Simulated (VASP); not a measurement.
# Ag (I4/mmm) in VASP: notebook

The runs below take Ag through single point, with PBE.

Program: VASP 6.6.1. These are calculated values, not measurements. Logs are shortened: lines on timing, memory, paths and dates and some standing lists are left out, and cuts for length are marked.

### 1 The cell of the first run

The structure is tetragonal, space group I4/mmm (No. 139). The conventional cell has a = 2.889 Å, b = 2.889 Å, c = 4.107 Å, α = 90.00°, β = 90.00°, γ = 90.00°. Within 3.8 Å of Ag (site symmetry 4/mmm) lie 12 Ag at 2.89 to 2.90 Å.

### 2 Single point, PBE (strain +0.0050 x Voigt [0, 1, 0, 0, 0, 0])

INCAR

```
ALGO = Fast ; EDIFF = 1E-6
ENCUT = 520 ; GGA = PE
ISIF = 2 ; ISMEAR = 0
LASPH = T ; LCHARG = F
LREAL = F ; LWAVE = F
NBANDS = 12 ; NELM = 60
PREC = Accurate ; SIGMA = 0.15
```

KPOINTS

```
k-points
0
Gamma
  20 20 20
```

POSCAR

```
Ag
1.0
    0.0000000000      2.0533155000      2.0431000000
    2.0431000000      0.0000000000      2.0431000000
    2.0431000000      2.0533155000      0.0000000000
Ag
1
Direct
    0.0000000000      0.0000000000      0.0000000000
```

Potentials or basis: VASP PAW PBE potentials, release 64 (Ag).

Command:

```bash
$ cat potpaw_PBE.64/Ag/POTCAR > POTCAR
$ mpirun -np 1 vasp_std > vasp.out
```

OUTCAR:

```text
EDIFF = 1E-6
   ENCUT = 520
   GGA = PE
   ISIF = 2
   ISMEAR = 0
   LASPH = T
   LREAL = F
   NELM = 60
   PREC = Accurate

 ion  position               nearest neighbor table
   1  0.000  0.000  0.000-

  LATTYP: Found a body centered tetragonal cell.
 ALAT       =     2.8893797293
 C/A-ratio  =     1.4212846302

  Lattice vectors:

 A1 = (   0.0000000000,  -2.0533155000,   2.0431000000)
 A2 = (   0.0000000000,  -2.0533155000,  -2.0431000000)
 A3 = (   2.0431000000,   2.0533155000,   0.0000000000)

Analysis of symmetry for initial positions (statically):
=====================================================================
 Subroutine PRICEL returns:
 Original cell was already a primitive cell.

 Routine SETGRP: Setting up the symmetry group for a
 body centered tetragonal supercell.

 Subroutine GETGRP returns: Found 16 space group operations
 (whereof 16 operations were pure point group operations)
 out of a pool of 16 trial point group operations.

The static configuration has the point symmetry D_4h.

Analysis of symmetry for dynamics (positions and initial velocities):
=====================================================================
 Subroutine PRICEL returns:
 Original cell was already a primitive cell.

 Routine SETGRP: Setting up the symmetry group for a
 body centered tetragonal supercell.

 Subroutine GETGRP returns: Found 16 space group operations
 (whereof 16 operations were pure point group operations)
 out of a pool of 16 trial point group operations.

The dynamic configuration has the point symmetry D_4h.

 Subroutine INISYM returns: Found 16 space group operations
 (whereof 16 operations are pure point group operations),
 and found     1 'primitive' translations

----------------------------------------------------------------------------------------

                                     Primitive cell

  volume of cell :      17.1421

  direct lattice vectors                    reciprocal lattice vectors
     0.000000000  2.053315500  2.043100000    -0.244726151  0.243508608  0.244726151
     2.043100000  0.000000000  2.043100000     0.244726151 -0.243508608  0.244726151
     2.043100000  2.053315500  0.000000000     0.244726151  0.243508608 -0.244726151

  length of vectors
     2.896612185  2.889379729  2.896612185     0.423176347  0.423176347  0.423176347

  position of ions in fractional coordinates (direct lattice)
     0.000000000  0.000000000  0.000000000

  ion indices of the primitive-cell ions
   primitive index   ion index
                 1           1

----------------------------------------------------------------------------------------

 KPOINTS: k-points

Automatic generation of k-mesh.
 Grid dimensions read from file:
 generate k-points for:   20   20   20

 Generating k-lattice:

  Cartesian coordinates                     Fractional coordinates (reciprocal lattice)
    -0.012236308  0.012175430  0.012236308     0.050000000  0.000000000  0.000000000
     0.012236308 -0.012175430  0.012236308     0.000000000  0.050000000  0.000000000
     0.012236308  0.012175430 -0.012236308     0.000000000  0.000000000  0.050000000

  Length of vectors
     0.021158817  0.021158817  0.021158817

  Shift w.r.t. Gamma in fractional coordinates (k-lattice)
     0.000000000  0.000000000  0.000000000

 Subroutine IBZKPT returns following result:
 ===========================================

 Found    641 irreducible k-points:

 Following reciprocal coordinates:
            Coordinates               Weight
  0.000000  0.000000  0.000000      1.000000
  0.050000  0.000000  0.000000      8.000000
  0.100000  0.000000  0.000000      8.000000
  0.150000  0.000000  0.000000      8.000000
  0.200000  0.000000  0.000000      8.000000
  0.250000  0.000000  0.000000      8.000000
[... 16 lines left out ...]
 -0.400000  0.050000 -0.000000     16.000000
 -0.350000  0.050000 -0.000000     16.000000
 [... further k-points ...]
   k-points           NKPTS =    641   k-points in BZ     NKDIM =    641   number of bands    NBANDS=     12
   number of dos      NEDOS =    301   number of ions     NIONS =      1
   total plane-waves  NPLWV =  13824
   dimension x,y,z NGX =    24 NGY =   24 NGZ =   24
   dimension x,y,z NGXF=    48 NGYF=   48 NGZF=   48
   ions per type =               1
   NGX,Y,Z   is equivalent  to a cutoff of  13.77, 13.81, 13.77 a.u.
   NGXF,Y,Z  is equivalent  to a cutoff of  27.55, 27.62, 27.55 a.u.
 SYSTEM =  unknown system
   PREC   = accura    normal or accurate (medium, high low for compatibility)
   ISTART =      0    job   : 0-new  1-cont  2-samecut
   ICHARG =      2    charge: 1-file 2-atom 10-const
   ISPIN  =      1    spin polarized calculation?
   LNONCOLLINEAR =      F non collinear calculations
   LSORBIT =      F    spin-orbit coupling
   LASPH  =      T    aspherical Exc in radial PAW
   ENCUT  =  520.0 eV  38.22 Ry    6.18 a.u.   5.39  5.37  5.39*2*pi/ulx,y,z
   NELM   =     60;   NELMIN=  2; NELMDL= -5     # of ELM steps
   EDIFF  = 0.1E-05   stopping-criterion for ELM
   LREAL  =      F    real-space projection
   EDIFFG = 0.1E-04   stopping-criterion for IOM
   NSW    =      0    number of steps for IOM
   IBRION =     -1    ionic relax: 0-MD 1-quasi-New 2-CG
   NFREE  =      0    steps in history (QN), initial steepest desc. (CG)
   ISIF   =      2    stress and relaxation
   ISYM   =      2    0-nonsym 1-usesym 2-fastsym
   POTIM  = 0.5000    time-step for ionic-motion
   TEBEG  =    0.0;   TEEND  =   0.0 temperature during run
   PSTRESS=    0.0 pullay stress
   NELECT =      11.0000    total number of electrons
   NUPDOWN=      -1.0000    fix difference up-down
   EMIN   =  10.00;   EMAX   =-10.00  energy-range for DOS
   EFERMI =   0.00;   METHOD = LEGACY
   ISMEAR =     0;   SIGMA  =   0.15  broadening in eV -4-tet -1-fermi 0-gaus
   EFERMI_NEDOS =   21; number of points for ismear=-14 and -15
   IALGO  =     68    algorithm
   IMIX   =      4    mixing-type and parameters
     AMIX     =   0.40;   BMIX     =  1.00
     AMIX_MAG =   1.60;   BMIX_MAG =  1.00
  volume/ion in A,a.u.               =      17.14       115.68
  Fermi-wavevector in a.u.,A,eV,Ry     =   1.412052  2.668392 27.128539  1.993891
  Thomas-Fermi vector in A             =   2.533840
   LORBIT       =      0    0 simple, 1 ext, 2 COOP (PROOUT), +10 PAW based schemes
   GGA     = PE    functional components
   LHFCALC =     F    Hartree Fock is set to
   AEXX    =    0.0000 exact exchange contribution
   IVDW    =     0    specifies the selected vdW correction
   LEPSILON=     F    determine dielectric tensor
   LRPA    =     F    only Hartree local field effects (RPA)
 non-spin polarized calculation
 RMM-DIIS sequential band-by-band and
 Gauss-broadening in eV      SIGMA  =   0.15
  energy-cutoff  :      520.00
  volume of cell :       17.14
 maximum number of plane-waves:       477
 NGX is ok and might be reduce to    24
   NGX = 11   NGY = 11   NGZ = 11

 number of electron      10.9999999 magnetization

 Free energy of the ion-electron system (eV)
  ---------------------------------------------------
  ext. energy  EPLUGINS =         0.00000000
  ---------------------------------------------------
  free energy    TOTEN  =        -2.71307237 eV

  energy without entropy =       -2.71081851  energy(sigma->0) =       -2.71194544

 E-fermi :   8.3642     XC(G=0): -12.1777

 val. band max:        8.3300366126   @ k =   0.3500   0.5000   0.1500
 cond. band min:       8.3831998543   @ k =   0.3000  -0.2000   0.2000
 fundamental gap:      0.0531632417
 Fermi energy:         8.3641947066

 k-point     1 :       0.0000    0.0000    0.0000
  band No.  band energies     occupation
      1       0.6274      2.00000
      2       3.5483      2.00000
      3       3.5793      2.00000
      4       3.5793      2.00000
      5       4.5768      2.00000
      6       4.6090      2.00000
      7      24.3692      0.00000
      8      27.8720      0.00000
      9      27.9373      0.00000
     10      27.9373      0.00000
     11      32.7084      0.00000
     12      33.7986      0.00000

 k-point     2 :       0.0500    0.0000    0.0000
  band No.  band energies     occupation
      1       0.7056      2.00000
      2       3.5450      2.00000
      3       3.5861      2.00000
      4       3.6010      2.00000
      5       4.5685      2.00000
      6       4.6001      2.00000
      7      24.3877      0.00000
      8      27.2119      0.00000
      9      27.9265      0.00000
     10      27.9688      0.00000
     11      32.8548      0.00000
     12      33.7332      0.00000

 k-point     3 :       0.1000    0.0000    0.0000
  band No.  band energies     occupation
      1       0.9334      2.00000
      2       3.5043      2.00000
      3       3.6401      2.00000
      4       3.6596      2.00000
      5       4.5511      2.00000
      6       4.5803      2.00000
      7      24.2602      0.00000
      8      25.9090      0.00000
      9      28.0063      0.00000
     10      28.0482      0.00000
     11      32.1558      0.00000
     12      33.4062      0.00000

 k-point     4 :       0.1500    0.0000    0.0000
  band No.  band energies     occupation
      1       1.2845      2.00000
      2       3.4675      2.00000
      3       3.7113      2.00000
      4       3.7326      2.00000
      5       4.5472      2.00000
      6       4.5718      2.00000
      7      23.1747      0.00000
      8      25.3021      0.00000
      9      28.0887      0.00000
     10      28.1293      0.00000
     11      31.4051      0.00000
     12      32.8217      0.00000

 k-point     5 :       0.2000    0.0000    0.0000
  band No.  band energies     occupation
      1       1.6884      2.00000
      2       3.5188      2.00000
      3       3.7584      2.00000
      4       3.7828      2.00000
      5       4.5933      2.00000
      6       4.6103      2.00000
      7      21.3819      0.00000
      8      25.1791      0.00000
      9      28.0911      0.00000
     10      28.1325      0.00000
     11      31.0403      0.00000
     12      32.1750      0.00000
[... 228 lines left out ...]
      1       2.0387      2.00000
      2       3.5241      2.00000
      3       3.5809      2.00000
      4       5.2065      2.00000
      5       5.3869      2.00000
      6       8.1281      1.97395
      7      12.0232      0.00000
      8      23.5623      0.00000
      9      25.7451      0.00000
     10      25.8599      0.00000
     11      31.3678      0.00000
     12      31.5091      0.00000

 k-point    22 :      -0.4500    0.0500   -0.0000
  band No.  band energies     occupation
      1       2.0447      2.00000
      2       3.5327      2.00000
      3       3.5814      2.00000
      4       5.2252      2.00000
      5       5.3357      2.00000
      6       7.9445      1.99992
      7      12.2562      0.00000
      8      23.5684      0.00000
      9      25.5834      0.00000
     10      26.1443      0.00000
     11      31.2620      0.00000
     12      31.5353      0.00000

 k-point    23 :      -0.4000    0.0500   -0.0000
  band No.  band energies     occupation
      1       2.0802      2.00000
      2       3.5682      2.00000
      3       3.6096      2.00000
      4       5.1377      2.00000
      5       5.2121      2.00000
      6       7.0322      2.00000
      7      13.5022      0.00000
      8      23.6981      0.00000
      9      25.6268      0.00000
     10      26.6838      0.00000
     11      31.1254      0.00000
     12      31.4888      0.00000

 k-point    24 :      -0.3500    0.0500   -0.0000
  band No.  band energies     occupation
      1       2.1327      2.00000
      2       3.6241      2.00000
      3       3.6611      2.00000
      4       4.9135      2.00000
      5       5.0344      2.00000
      6       6.0530      2.00000
      7      15.1454      0.00000
      8      23.9316      0.00000
      9      25.8737      0.00000
     10      27.4331      0.00000
     11      30.9593      0.00000
     12      31.2978      0.00000

 [... further k-points ...]
[... 5 lines left out ...]
  --------------------------------------------------------------------------------------
  -------------------------------------------------------------------------------------
  Total        0.4343850      0.4128279      0.4343850      0.0000000     -0.0000000      0.0000000
  in kB       40.5994808     38.5846633     40.5994808      0.0000000     -0.0000000      0.0000000
  external PRESSURE =      39.9278750 kB  Pullay stress =       0.0000000 kB

 VOLUME and BASIS-vectors are now :
 -----------------------------------------------------------------------------
  energy-cutoff  :      520.00
  volume of cell :       17.14
      direct lattice vectors                 reciprocal lattice vectors
     0.000000000  2.053315500  2.043100000    -0.244726151  0.243508608  0.244726151
     2.043100000  0.000000000  2.043100000     0.244726151 -0.243508608  0.244726151
     2.043100000  2.053315500  0.000000000     0.244726151  0.243508608 -0.244726151

 POSITION                                       TOTAL-FORCE (eV/Angst)
 -----------------------------------------------------------------------------------
      0.00000      0.00000      0.00000        -0.000000      0.000000      0.000000
 -----------------------------------------------------------------------------------
    total drift:                               -0.000000      0.000000     -0.000000

  FREE ENERGIE OF THE ION-ELECTRON SYSTEM (eV)
  ---------------------------------------------------
  free  energy   TOTEN  =        -2.7130723689 eV

  energy  without entropy=       -2.7108185139  energy(sigma->0) =       -2.71194544
```

Wall time 53 s (1 thread of Intel Xeon Platinum 8488C (Sapphire Rapids), shared host); peak memory 0.24 GiB.

What came out:

- Free energy: -2.7131 eV
- Pressure: 4.0 GPa

Caveat: the cell differs from its parent crystal (strain +0.0050 x Voigt [0, 1, 0, 0, 0, 0]).

(Part 1 of 2 ends here.)
